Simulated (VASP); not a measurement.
# NiSb (P6_3/mmc) in VASP: single point with PBEsol

Aim: the single point of NiSb with PBEsol.

All numbers are computed with VASP 6.6.1; they aren't measurements. Logs are shortened: lines on timing, memory, paths and dates and some standing lists are left out, and cuts for length are marked.

### 1 The cell of the first run

It takes space group P6_3/mmc (No. 194, hexagonal). Conventional cell: a = 3.940 Å, b = 3.940 Å, c = 5.140 Å, α = 90.00°, β = 90.00°, γ = 120.00°. Ni (site symmetry -3m) has 2 Ni at 2.57 Å and 6 Sb at 2.61 Å within 3.4 Å. Sb (site symmetry -6m2) has 6 Ni at 2.61 Å and 6 Sb at 3.43 Å within 3.5 Å.

### 2 Single point, PBEsol

POSCAR

```
NiSb
1.0
    3.9399999606      0.0000000000      0.0000000000
   -1.9699999803      3.4121400568      0.0000000000
    0.0000000000      0.0000000000      5.1400000000
Ni Sb
2 2
Direct
    0.0000000000      0.0000000000      0.0000000000
    0.0000000000      0.0000000000      0.5000000000
    0.3333333333      0.6666666667      0.2500000000
    0.6666666667      0.3333333333      0.7500000000
```

INCAR.step1

```
SYSTEM = NiSb
PREC = Accurate
ENCUT = 510
EDIFF = 1E-6
ISMEAR = 0
SIGMA = 0.1
LREAL = .False.
LASPH = .True.
NELM = 120
ALGO = Normal
ISIF = 2
LWAVE = .False.
LCHARG = .True.
LMAXMIX = 4
GGA = PS
NBANDS = 41
GGA_COMPAT = .False.
NEDOS = 2001
LORBIT = 11
```

KPOINTS.step1

```
regular mesh
0
Gamma
  2 2 2
  0 0 0
```

INCAR.step2

```
SYSTEM = NiSb
PREC = Accurate
ENCUT = 510
EDIFF = 1E-6
ISMEAR = 0
SIGMA = 0.1
LREAL = .False.
LASPH = .True.
NELM = 120
ALGO = Normal
ISIF = 2
LWAVE = .False.
LCHARG = .False.
LMAXMIX = 4
GGA = PS
LORBIT = 10
NEDOS = 2001
ICHARG = 11
GGA_COMPAT = .False.
```

KPOINTS.step2

```
regular mesh
0
Gamma
  3 3 3
  0 0 0
```

Potentials or basis: VASP PAW PBE potentials, release 64 (Ni_sv_GW, Sb_d_GW).

Started as:

```sh
$ cat potpaw_PBE.64/Ni_sv_GW/POTCAR potpaw_PBE.64/Sb_d_GW/POTCAR > POTCAR
$ cp INCAR.step1 INCAR
$ cp KPOINTS.step1 KPOINTS
$ mpirun -np 1 vasp_std > vasp.out
$ cp INCAR.step2 INCAR
$ cp KPOINTS.step2 KPOINTS
$ mpirun -np 1 vasp_std > vasp.out
```

OUTCAR:

```text
SYSTEM = NiSb
   PREC = Accurate
   ENCUT = 510
   EDIFF = 1E-6
   ISMEAR = 0
   LREAL = .False.
   LASPH = .True.
   NELM = 120
   ISIF = 2
   GGA = PS
   LORBIT = 10
   ICHARG = 11

 ion  position               nearest neighbor table
   1  0.000  0.000  0.000-   2 2.57   2 2.57   4 2.61   3 2.61   4 2.61   3 2.61   4 2.61   3 2.61

   2  0.000  0.000  0.500-   1 2.57   1 2.57   4 2.61   3 2.61   4 2.61   3 2.61   4 2.61   3 2.61

   3  0.333  0.667  0.250-   1 2.61   2 2.61   1 2.61   2 2.61   1 2.61   2 2.61
   4  0.667  0.333  0.750-   1 2.61   2 2.61   1 2.61   2 2.61   1 2.61   2 2.61

  LATTYP: Found a hexagonal cell.
 ALAT       =     3.9399999606
 C/A-ratio  =     1.3045685410

  Lattice vectors:

 A1 = (   3.9399999606,   0.0000000000,   0.0000000000)
 A2 = (  -1.9699999803,   3.4121400568,   0.0000000000)
 A3 = (   0.0000000000,   0.0000000000,   5.1400000000)

Analysis of symmetry for initial positions (statically):
=====================================================================
 Subroutine PRICEL returns:
 Original cell was already a primitive cell.

 Routine SETGRP: Setting up the symmetry group for a
 hexagonal supercell.

 Subroutine GETGRP returns: Found 24 space group operations
 (whereof 12 operations were pure point group operations)
 out of a pool of 24 trial point group operations.

The static configuration has the point symmetry D_3d.
 The point group associated with its full space group is D_6h.

Analysis of symmetry for dynamics (positions and initial velocities):
=====================================================================
 Subroutine PRICEL returns:
 Original cell was already a primitive cell.

 Routine SETGRP: Setting up the symmetry group for a
 hexagonal supercell.

 Subroutine GETGRP returns: Found 24 space group operations
 (whereof 12 operations were pure point group operations)
 out of a pool of 24 trial point group operations.

The dynamic configuration has the point symmetry D_3d.
 The point group associated with its full space group is D_6h.

 Subroutine INISYM returns: Found 24 space group operations
 (whereof 12 operations are pure point group operations),
 and found     1 'primitive' translations

----------------------------------------------------------------------------------------

                                     Primitive cell

  volume of cell :      69.1013

  direct lattice vectors                    reciprocal lattice vectors
     3.939999961  0.000000000  0.000000000     0.253807109  0.146535603  0.000000000
    -1.969999980  3.412140057  0.000000000     0.000000000  0.293071206  0.000000000
     0.000000000  0.000000000  5.140000000     0.000000000  0.000000000  0.194552529

  length of vectors
     3.939999961  3.939999961  5.140000000     0.293071206  0.293071206  0.194552529

  position of ions in fractional coordinates (direct lattice)
     0.000000000  0.000000000  0.000000000
     0.000000000  0.000000000  0.500000000
     0.333333333  0.666666667  0.250000000
     0.666666667  0.333333333  0.750000000

  ion indices of the primitive-cell ions
   primitive index   ion index
                 1           1
                 2           2
                 3           3
                 4           4

----------------------------------------------------------------------------------------

 KPOINTS: regular mesh

Automatic generation of k-mesh.
 Grid dimensions read from file:
 generate k-points for:    3    3    3

 Generating k-lattice:

  Cartesian coordinates                     Fractional coordinates (reciprocal lattice)
     0.084602370  0.048845201  0.000000000     0.333333333  0.000000000  0.000000000
     0.000000000  0.097690402  0.000000000     0.000000000  0.333333333  0.000000000
     0.000000000  0.000000000  0.064850843     0.000000000  0.000000000  0.333333333

  Length of vectors
     0.097690402  0.097690402  0.064850843

  Shift w.r.t. Gamma in fractional coordinates (k-lattice)
     0.000000000  0.000000000  0.000000000

 Subroutine IBZKPT returns following result:
 ===========================================

 Found      6 irreducible k-points:

 Following reciprocal coordinates:
            Coordinates               Weight
  0.000000  0.000000  0.000000      1.000000
  0.333333  0.000000  0.000000      6.000000
  0.333333  0.333333  0.000000      2.000000
  0.000000  0.000000  0.333333      2.000000
  0.333333  0.000000  0.333333     12.000000
  0.333333  0.333333  0.333333      4.000000
   k-points           NKPTS =      6   k-points in BZ     NKDIM =      6   number of bands    NBANDS=     39
   number of dos      NEDOS =   2001   number of ions     NIONS =      4
   total plane-waves  NPLWV =  36000
   dimension x,y,z NGX =    30 NGY =   30 NGZ =   40
   dimension x,y,z NGXF=    60 NGYF=   60 NGZF=   80
   ions per type =               2   2
   NGX,Y,Z   is equivalent  to a cutoff of  12.66, 12.66, 12.94 a.u.
   NGXF,Y,Z  is equivalent  to a cutoff of  25.32, 25.32, 25.87 a.u.
 SYSTEM =  NiSb
   PREC   = accura    normal or accurate (medium, high low for compatibility)
   ISTART =      0    job   : 0-new  1-cont  2-samecut
   ICHARG =     11    charge: 1-file 2-atom 10-const
   ISPIN  =      1    spin polarized calculation?
   LNONCOLLINEAR =      F non collinear calculations
   LSORBIT =      F    spin-orbit coupling
   LASPH  =      T    aspherical Exc in radial PAW
   ENCUT  =  510.0 eV  37.48 Ry    6.12 a.u.   7.26  7.26  9.46*2*pi/ulx,y,z
   NELM   =    120;   NELMIN=  2; NELMDL=  0     # of ELM steps
   EDIFF  = 0.1E-05   stopping-criterion for ELM
   LREAL  =      F    real-space projection
   EDIFFG = 0.1E-04   stopping-criterion for IOM
   NSW    =      0    number of steps for IOM
   IBRION =     -1    ionic relax: 0-MD 1-quasi-New 2-CG
   NFREE  =      0    steps in history (QN), initial steepest desc. (CG)
   ISIF   =      2    stress and relaxation
   ISYM   =      2    0-nonsym 1-usesym 2-fastsym
   POTIM  = 0.5000    time-step for ionic-motion
   TEBEG  =    0.0;   TEEND  =   0.0 temperature during run
   PSTRESS=    0.0 pullay stress
   NELECT =      66.0000    total number of electrons
   NUPDOWN=      -1.0000    fix difference up-down
   EMIN   =  10.00;   EMAX   =-10.00  energy-range for DOS
   EFERMI =   0.00;   METHOD = LEGACY
   ISMEAR =     0;   SIGMA  =   0.10  broadening in eV -4-tet -1-fermi 0-gaus
   EFERMI_NEDOS =   21; number of points for ismear=-14 and -15
   IALGO  =     38    algorithm
   IMIX   =      4    mixing-type and parameters
     AMIX     =   0.40;   BMIX     =  1.00
     AMIX_MAG =   1.60;   BMIX_MAG =  1.00
  volume/ion in A,a.u.               =      17.28       116.58
  Fermi-wavevector in a.u.,A,eV,Ry     =   1.612232  3.046676 35.365495  2.599291
  Thomas-Fermi vector in A             =   2.707495
   LORBIT       =     10    0 simple, 1 ext, 2 COOP (PROOUT), +10 PAW based schemes
   GGA     = PS    functional components
   LHFCALC =     F    Hartree Fock is set to
   AEXX    =    0.0000 exact exchange contribution
   IVDW    =     0    specifies the selected vdW correction
   LEPSILON=     F    determine dielectric tensor
   LRPA    =     F    only Hartree local field effects (RPA)
 non-spin polarized calculation
 Gauss-broadening in eV      SIGMA  =   0.10
  energy-cutoff  :      510.00
  volume of cell :       69.10
 maximum number of plane-waves:      1825
 NGX is ok and might be reduce to    30

 number of electron      66.0000121 magnetization

 Free energy of the ion-electron system (eV)
  ---------------------------------------------------
  ext. energy  EPLUGINS =         0.00000000
  ---------------------------------------------------
  free energy    TOTEN  =       -24.55266997 eV

  energy without entropy =      -24.55023336  energy(sigma->0) =      -24.55145166

 E-fermi :   7.6855     XC(G=0): -12.1515

 val. band max:        7.5995576381   @ k =   0.0000   0.0000   0.0000
 cond. band min:       7.8326248358   @ k =   0.3333   0.0000   0.0000
 fundamental gap:      0.2330671977
 Fermi energy:         7.6854556244

 k-point     1 :       0.0000    0.0000    0.0000
  band No.  band energies     occupation
      1     -95.3452      2.00000
      2     -95.3379      2.00000
      3     -55.9740      2.00000
      4     -55.9740      2.00000
      5     -55.9660      2.00000
      6     -55.9660      2.00000
[... 31 lines left out ...]
     38      12.8011      0.00000
     39      14.0258      0.00000

 k-point     2 :       0.3333    0.0000    0.0000
  band No.  band energies     occupation
      1     -95.3451      2.00000
      2     -95.3377      2.00000
      3     -55.9737      2.00000
      4     -55.9736      2.00000
      5     -55.9660      2.00000
      6     -55.9657      2.00000
[... 31 lines left out ...]
     38      13.3737      0.00000
     39      13.4540      0.00000

 k-point     3 :       0.3333    0.3333    0.0000
  band No.  band energies     occupation
      1     -95.3452      2.00000
      2     -95.3376      2.00000
      3     -55.9741      2.00000
      4     -55.9741      2.00000
      5     -55.9657      2.00000
      6     -55.9657      2.00000
[... 31 lines left out ...]
     38      14.8001      0.00000
     39      15.5155      0.00000

 k-point     4 :       0.0000    0.0000    0.3333
  band No.  band energies     occupation
      1     -95.3436      2.00000
      2     -95.3396      2.00000
      3     -55.9722      2.00000
      4     -55.9722      2.00000
      5     -55.9676      2.00000
      6     -55.9676      2.00000
[... 31 lines left out ...]
     38      13.2861      0.00000
     39      13.3563      0.00000

 k-point     5 :       0.3333    0.0000    0.3333
  band No.  band energies     occupation
      1     -95.3433      2.00000
      2     -95.3396      2.00000
      3     -55.9718      2.00000
      4     -55.9718      2.00000
      5     -55.9678      2.00000
      6     -55.9677      2.00000
[... 31 lines left out ...]
     38      12.8084      0.00000
     39      15.3871      0.00000

 k-point     6 :       0.3333    0.3333    0.3333
  band No.  band energies     occupation
      1     -95.3432      2.00000
      2     -95.3395      2.00000
      3     -55.9719      2.00000
      4     -55.9719      2.00000
      5     -55.9678      2.00000
      6     -55.9678      2.00000
[... 31 lines left out ...]
     38      15.1945      0.00000
     39      15.9615      0.00000

------------------------ aborting loop because EDIFF is reached ----------------------------------------

  FORCE on cell =-STRESS in cart. coord.  units (eV):
  Direction    XX          YY          ZZ          XY          YZ          ZX
  --------------------------------------------------------------------------------------
  -------------------------------------------------------------------------------------
  Total      -15.1843429    -15.1843429    -12.2289448      0.0000000      0.0000000      0.0000000
  in kB     -352.0630103   -352.0630103   -283.5393768      0.0000000      0.0000000      0.0000000
  external PRESSURE =    -329.2217991 kB  Pullay stress =       0.0000000 kB

 VOLUME and BASIS-vectors are now :
 -----------------------------------------------------------------------------
  energy-cutoff  :      510.00
  volume of cell :       69.10
      direct lattice vectors                 reciprocal lattice vectors
     3.939999961  0.000000000  0.000000000     0.253807109  0.146535603  0.000000000
    -1.969999980  3.412140057  0.000000000     0.000000000  0.293071206  0.000000000
     0.000000000  0.000000000  5.140000000     0.000000000  0.000000000  0.194552529

 POSITION                                       TOTAL-FORCE (eV/Angst)
 -----------------------------------------------------------------------------------
      0.00000      0.00000      0.00000        -0.000000      0.000000      0.000000
      0.00000      0.00000      2.57000        -0.000000      0.000000      0.000000
     -0.00000      2.27476      1.28500         0.000000     -0.000000     -0.000000
      1.97000      1.13738      3.85500        -0.000000      0.000000     -0.000000
 -----------------------------------------------------------------------------------
    total drift:                               -0.000000      0.000000     -0.000000

  FREE ENERGIE OF THE ION-ELECTRON SYSTEM (eV)
  ---------------------------------------------------
  free  energy   TOTEN  =       -24.5526699671 eV

  energy  without entropy=      -24.5502333607  energy(sigma->0) =      -24.55145166

 total charge

# of ion       s       p       d       f       tot
--------------------------------------------------
    1        2.213   6.308   7.910   0.002  16.433
    2        2.213   6.308   7.910   0.002  16.433
    3        1.222   1.447  10.071   0.031  12.772
    4        1.222   1.447  10.071   0.031  12.772
--------------------------------------------------
tot          6.869  15.511  35.962   0.067  58.409
```

It took 68 s on 1 thread of Intel Xeon Platinum 8488C (Sapphire Rapids), shared host; peak memory 0.19 GiB.

Results:

```
Valence electrons inside the program's atomic spheres : Ni 16.43; Sb 12.77
```

Levels at points of the mesh, in eV from the Fermi level:
| k point | band 31 | band 32 | band 33 | band 34 | band 35 | band 36 |
| --- | --- | --- | --- | --- | --- | --- |
| (0.00, 0.00, 0.00) | -0.09 | 0.47 | 0.47 | 2.38 | 2.38 | 3.01 |

Caveat: the k points lie up to 0.92 Å⁻¹ apart, too coarse for converged energies, forces and pressures; the PAW data sets were made with another functional, which shifts forces and pressure a little; spin-orbit coupling is left out, which moves the levels of the heavy elements. Spin polarisation is off, so any magnetic state and its effect on volume and gap are missing.
